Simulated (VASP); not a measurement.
# Sn4SeS3 (P4/mmm) in VASP: single point with PBE

Aim: the single point of Sn4SeS3 with PBE.

All numbers are computed with VASP 6.6.1; they aren't measurements. Logs are shortened: lines on timing, memory, paths and dates and some standing lists are left out, and cuts for length are marked.

### Step 1. The cell of the first run

The structure is tetragonal, space group P4/mmm (No. 123). The conventional cell has a = 4.176 Å, b = 4.176 Å, c = 11.807 Å, α = 90.00°, β = 90.00°, γ = 90.00°. Sn (site symmetry 4/mmm) has 6 S at 2.93 to 2.95 Å within 3.9 Å. Within 3.8 Å of Sn (site symmetry 4mm) lie 5 S at 2.89 to 2.95 Å and 1 Se at 3.01 Å. Within 3.9 Å of Sn (site symmetry 4/mmm) lie 4 Se at 2.95 Å and 2 S at 2.97 Å. Se (site symmetry 4/mmm) has 6 Sn at 2.95 to 3.01 Å within 3.9 Å. S (site symmetry 4mm) has 6 Sn at 2.93 to 2.97 Å within 3.9 Å. Within 3.8 Å of S (site symmetry 4/mmm) lie 6 Sn at 2.89 to 2.95 Å.

### Step 2. Single point, PBE

INCAR reads:

```
PREC = Accurate
ENCUT = 520
EDIFF = 1E-6
ISMEAR = 0
SIGMA = 0.02
LREAL = False
LASPH = True
NELM = 60
ALGO = Normal
ISIF = 2
LWAVE = False
LCHARG = False
GGA = PE
NBANDS = 50
```

KPOINTS reads:

```
Automatic mesh
0
Gamma
  8 8 4
```

POSCAR reads:

```
Sn4SeS3
1.0
    4.1759823000      0.0000000000      0.0000000000
    0.0000000000      4.1759823000      0.0000000000
    0.0000000000      0.0000000000     11.8066659000
Sn Se S
4 1 3
Direct
    0.0000000000      0.0000000000      0.0000000000
    0.5000000000      0.5000000000      0.2447390000
    0.0000000000      0.0000000000      0.5000000000
    0.5000000000      0.5000000000      0.7552610000
    0.5000000000      0.5000000000      0.5000000000
    0.0000000000      0.0000000000      0.7518750000
    0.5000000000      0.5000000000      0.0000000000
    0.0000000000      0.0000000000      0.2481250000
```

Potentials or basis: VASP PAW PBE potentials, release 64 (Sn_d, Se, S).

Run with:

```bash
> cat potpaw_PBE.64/Sn_d/POTCAR potpaw_PBE.64/Se/POTCAR potpaw_PBE.64/S/POTCAR > POTCAR
> mpirun -np 1 vasp_std > vasp.out
```

OUTCAR:

```text
PREC = Accurate
   ENCUT = 520
   EDIFF = 1E-6
   ISMEAR = 0
   LREAL = False
   LASPH = True
   NELM = 60
   ISIF = 2
   GGA = PE

 ion  position               nearest neighbor table
   1  0.000  0.000  0.000-   6 2.93   8 2.93   7 2.95   7 2.95   7 2.95   7 2.95
   2  0.500  0.500  0.245-   7 2.89   8 2.95   8 2.95   8 2.95   8 2.95   5 3.01
   3  0.000  0.000  0.500-   5 2.95   5 2.95   5 2.95   5 2.95   8 2.97   6 2.97
   4  0.500  0.500  0.755-   7 2.89   6 2.95   6 2.95   6 2.95   6 2.95   5 3.01
   5  0.500  0.500  0.500-   3 2.95   3 2.95   3 2.95   3 2.95   4 3.01   2 3.01
   6  0.000  0.000  0.752-   1 2.93   4 2.95   4 2.95   4 2.95   4 2.95   3 2.97
   7  0.500  0.500  0.000-   2 2.89   4 2.89   1 2.95   1 2.95   1 2.95   1 2.95
   8  0.000  0.000  0.248-   1 2.93   2 2.95   2 2.95   2 2.95   2 2.95   3 2.97

  LATTYP: Found a simple tetragonal cell.
 ALAT       =     4.1759823000
 C/A-ratio  =     2.8272787219

  Lattice vectors:

 A1 = (   4.1759823000,   0.0000000000,   0.0000000000)
 A2 = (   0.0000000000,   4.1759823000,   0.0000000000)
 A3 = (   0.0000000000,   0.0000000000,  11.8066659000)

Analysis of symmetry for initial positions (statically):
=====================================================================
 Subroutine PRICEL returns:
 Original cell was already a primitive cell.

 Routine SETGRP: Setting up the symmetry group for a
 simple tetragonal supercell.

 Subroutine GETGRP returns: Found 16 space group operations
 (whereof 16 operations were pure point group operations)
 out of a pool of 16 trial point group operations.

The static configuration has the point symmetry D_4h.

Analysis of symmetry for dynamics (positions and initial velocities):
=====================================================================
 Subroutine PRICEL returns:
 Original cell was already a primitive cell.

 Routine SETGRP: Setting up the symmetry group for a
 simple tetragonal supercell.

 Subroutine GETGRP returns: Found 16 space group operations
 (whereof 16 operations were pure point group operations)
 out of a pool of 16 trial point group operations.

The dynamic configuration has the point symmetry D_4h.

 Subroutine INISYM returns: Found 16 space group operations
 (whereof 16 operations are pure point group operations),
 and found     1 'primitive' translations

----------------------------------------------------------------------------------------

                                     Primitive cell

  volume of cell :     205.8944

  direct lattice vectors                    reciprocal lattice vectors
     4.175982300  0.000000000  0.000000000     0.239464617  0.000000000  0.000000000
     0.000000000  4.175982300  0.000000000     0.000000000  0.239464617  0.000000000
     0.000000000  0.000000000 11.806665900     0.000000000  0.000000000  0.084697916

  length of vectors
     4.175982300  4.175982300 11.806665900     0.239464617  0.239464617  0.084697916

  position of ions in fractional coordinates (direct lattice)
     0.000000000  0.000000000  0.000000000
     0.500000000  0.500000000  0.244739000
     0.000000000  0.000000000  0.500000000
     0.500000000  0.500000000  0.755261000
     0.500000000  0.500000000  0.500000000
     0.000000000  0.000000000  0.751875000
     0.500000000  0.500000000  0.000000000
     0.000000000  0.000000000  0.248125000

  ion indices of the primitive-cell ions
   primitive index   ion index
                 1           1
                 2           2
                 3           3
                 4           4
                 5           5
                 6           6
                 7           7
                 8           8

----------------------------------------------------------------------------------------

 KPOINTS: Automatic mesh

Automatic generation of k-mesh.
 Grid dimensions read from file:
 generate k-points for:    8    8    4

 Generating k-lattice:

  Cartesian coordinates                     Fractional coordinates (reciprocal lattice)
     0.029933077  0.000000000  0.000000000     0.125000000  0.000000000  0.000000000
     0.000000000  0.029933077  0.000000000     0.000000000  0.125000000  0.000000000
     0.000000000  0.000000000  0.021174479     0.000000000  0.000000000  0.250000000

  Length of vectors
     0.029933077  0.029933077  0.021174479

  Shift w.r.t. Gamma in fractional coordinates (k-lattice)
     0.000000000  0.000000000  0.000000000

 Subroutine IBZKPT returns following result:
 ===========================================

 Found     45 irreducible k-points:

 Following reciprocal coordinates:
            Coordinates               Weight
  0.000000  0.000000  0.000000      1.000000
  0.125000  0.000000  0.000000      4.000000
  0.250000  0.000000  0.000000      4.000000
  0.375000  0.000000  0.000000      4.000000
  0.500000  0.000000  0.000000      2.000000
  0.125000  0.125000  0.000000      4.000000
[... 16 lines left out ...]
  0.375000  0.125000  0.250000     16.000000
  0.500000  0.125000  0.250000      8.000000
 [... further k-points ...]
   k-points           NKPTS =     45   k-points in BZ     NKDIM =     45   number of bands    NBANDS=     50
   number of dos      NEDOS =    301   number of ions     NIONS =      8
   total plane-waves  NPLWV =  92160
   dimension x,y,z NGX =    32 NGY =   32 NGZ =   90
   dimension x,y,z NGXF=    64 NGYF=   64 NGZF=  180
   ions per type =               4   1   3
   NGX,Y,Z   is equivalent  to a cutoff of  12.74, 12.74, 12.67 a.u.
   NGXF,Y,Z  is equivalent  to a cutoff of  25.48, 25.48, 25.35 a.u.
 SYSTEM =  unknown system
   PREC   = accura    normal or accurate (medium, high low for compatibility)
   ISTART =      0    job   : 0-new  1-cont  2-samecut
   ICHARG =      2    charge: 1-file 2-atom 10-const
   ISPIN  =      1    spin polarized calculation?
   LNONCOLLINEAR =      F non collinear calculations
   LSORBIT =      F    spin-orbit coupling
   LASPH  =      T    aspherical Exc in radial PAW
   ENCUT  =  520.0 eV  38.22 Ry    6.18 a.u.   7.76  7.76 21.95*2*pi/ulx,y,z
   NELM   =     60;   NELMIN=  2; NELMDL= -5     # of ELM steps
   EDIFF  = 0.1E-05   stopping-criterion for ELM
   LREAL  =      F    real-space projection
   EDIFFG = 0.1E-04   stopping-criterion for IOM
   NSW    =      0    number of steps for IOM
   IBRION =     -1    ionic relax: 0-MD 1-quasi-New 2-CG
   NFREE  =      0    steps in history (QN), initial steepest desc. (CG)
   ISIF   =      2    stress and relaxation
   ISYM   =      2    0-nonsym 1-usesym 2-fastsym
   POTIM  = 0.5000    time-step for ionic-motion
   TEBEG  =    0.0;   TEEND  =   0.0 temperature during run
   PSTRESS=    0.0 pullay stress
   NELECT =      80.0000    total number of electrons
   NUPDOWN=      -1.0000    fix difference up-down
   EMIN   =  10.00;   EMAX   =-10.00  energy-range for DOS
   EFERMI =   0.00;   METHOD = LEGACY
   ISMEAR =     0;   SIGMA  =   0.02  broadening in eV -4-tet -1-fermi 0-gaus
   EFERMI_NEDOS =   21; number of points for ismear=-14 and -15
   IALGO  =     38    algorithm
   IMIX   =      4    mixing-type and parameters
     AMIX     =   0.40;   BMIX     =  1.00
     AMIX_MAG =   1.60;   BMIX_MAG =  1.00
  volume/ion in A,a.u.               =      25.74       173.68
  Fermi-wavevector in a.u.,A,eV,Ry     =   1.194602  2.257471 19.416526  1.427074
  Thomas-Fermi vector in A             =   2.330588
   LORBIT       =      0    0 simple, 1 ext, 2 COOP (PROOUT), +10 PAW based schemes
   GGA     = PE    functional components
   LHFCALC =     F    Hartree Fock is set to
   AEXX    =    0.0000 exact exchange contribution
   IVDW    =     0    specifies the selected vdW correction
   LEPSILON=     F    determine dielectric tensor
   LRPA    =     F    only Hartree local field effects (RPA)
 non-spin polarized calculation
 Gauss-broadening in eV      SIGMA  =   0.02
  energy-cutoff  :      520.00
  volume of cell :      205.89
 maximum number of plane-waves:      5568
 NGX is ok and might be reduce to    32
   NGX = 15   NGY = 15   NGZ = 43

 number of electron      79.9999952 magnetization

 Free energy of the ion-electron system (eV)
  ---------------------------------------------------
  ext. energy  EPLUGINS =         0.00000000
  ---------------------------------------------------
  free energy    TOTEN  =       -34.49026961 eV

  energy without entropy =      -34.49026961  energy(sigma->0) =      -34.49026961

 E-fermi :   6.2686     XC(G=0):  -9.6451

 val. band max:        6.2024977321   @ k =   0.5000   0.0000   0.2500
 cond. band min:       6.3346688952   @ k =   0.5000   0.0000   0.2500
 fundamental gap:      0.1321711631
 Fermi energy:         6.2685829554

 k-point     1 :       0.0000    0.0000    0.0000
  band No.  band energies     occupation
      1     -15.6714      2.00000
      2     -15.6616      2.00000
      3     -15.6531      2.00000
      4     -15.6486      2.00000
      5     -15.6486      2.00000
      6     -15.6074      2.00000
[... 42 lines left out ...]
     49      10.4981      0.00000
     50      10.6213      0.00000

 k-point     2 :       0.1250    0.0000    0.0000
  band No.  band energies     occupation
      1     -15.6697      2.00000
      2     -15.6599      2.00000
      3     -15.6544      2.00000
      4     -15.6492      2.00000
      5     -15.6485      2.00000
      6     -15.6067      2.00000
[... 42 lines left out ...]
     49      10.0217      0.00000
     50      10.3713      0.00000

 k-point     3 :       0.2500    0.0000    0.0000
  band No.  band energies     occupation
      1     -15.6666      2.00000
      2     -15.6575      2.00000
      3     -15.6547      2.00000
      4     -15.6507      2.00000
      5     -15.6483      2.00000
      6     -15.6060      2.00000
[... 1102 lines left out ...]
     49       9.3811      0.00000
     50       9.5931      0.00000

 k-point    24 :       0.5000    0.1250    0.2500
  band No.  band energies     occupation
      1     -15.6646      2.00000
      2     -15.6611      2.00000
      3     -15.6528      2.00000
      4     -15.6490      2.00000
      5     -15.6464      2.00000
      6     -15.6027      2.00000
[... 42 lines left out ...]
     49       8.8563      0.00000
     50       9.0116      0.00000

 [... further k-points ...]
[... 5 lines left out ...]
  --------------------------------------------------------------------------------------
  -------------------------------------------------------------------------------------
  Total       -0.0326900     -0.0326900     -0.0618173      0.0000000      0.0000000      0.0000000
  in kB       -0.2543786     -0.2543786     -0.4810345      0.0000000      0.0000000      0.0000000
  external PRESSURE =      -0.3299305 kB  Pullay stress =       0.0000000 kB

 VOLUME and BASIS-vectors are now :
 -----------------------------------------------------------------------------
  energy-cutoff  :      520.00
  volume of cell :      205.89
      direct lattice vectors                 reciprocal lattice vectors
     4.175982300  0.000000000  0.000000000     0.239464617  0.000000000  0.000000000
     0.000000000  4.175982300  0.000000000     0.000000000  0.239464617  0.000000000
     0.000000000  0.000000000 11.806665900     0.000000000  0.000000000  0.084697916

 POSITION                                       TOTAL-FORCE (eV/Angst)
 -----------------------------------------------------------------------------------
      0.00000      0.00000      0.00000        -0.000000      0.000000      0.000000
      2.08799      2.08799      2.88955        -0.000000      0.000000     -0.003817
      0.00000      0.00000      5.90333        -0.000000      0.000000      0.000000
      2.08799      2.08799      8.91711         0.000000     -0.000000      0.003817
      2.08799      2.08799      5.90333        -0.000000      0.000000      0.000000
      0.00000      0.00000      8.87714        -0.000000      0.000000      0.006112
      2.08799      2.08799      0.00000        -0.000000      0.000000      0.000000
      0.00000      0.00000      2.92953        -0.000000      0.000000     -0.006112
 -----------------------------------------------------------------------------------
    total drift:                                0.000000     -0.000000     -0.000000

  FREE ENERGIE OF THE ION-ELECTRON SYSTEM (eV)
  ---------------------------------------------------
  free  energy   TOTEN  =       -34.4902696133 eV

  energy  without entropy=      -34.4902696069  energy(sigma->0) =      -34.49026961
```

It took 11 min on 1 thread of Intel Xeon 8259CL, shared host; peak memory 0.52 GiB.

What came out:

| Item | Value |
| --- | --- |
| Free energy | -34.4903 eV |
| Pressure | 0.0 GPa |
| Largest force | 0.006 eV/Å |
| Band gap on the k mesh | 0.13 eV |

Forces on the atoms (eV/Å):
```
Sn   0.000  0.000  0.000
Sn   0.000  0.000 -0.004
Sn   0.000  0.000  0.000
Sn   0.000  0.000  0.004
Se   0.000  0.000  0.000
S    0.000  0.000  0.006
S    0.000  0.000  0.000
S    0.000  0.000 -0.006
```

Caveat: semilocal functionals underestimate gaps, and a narrow one can read as zero; spin-orbit coupling is left out, which moves the levels of the heavy elements. A k mesh can miss the band edges.
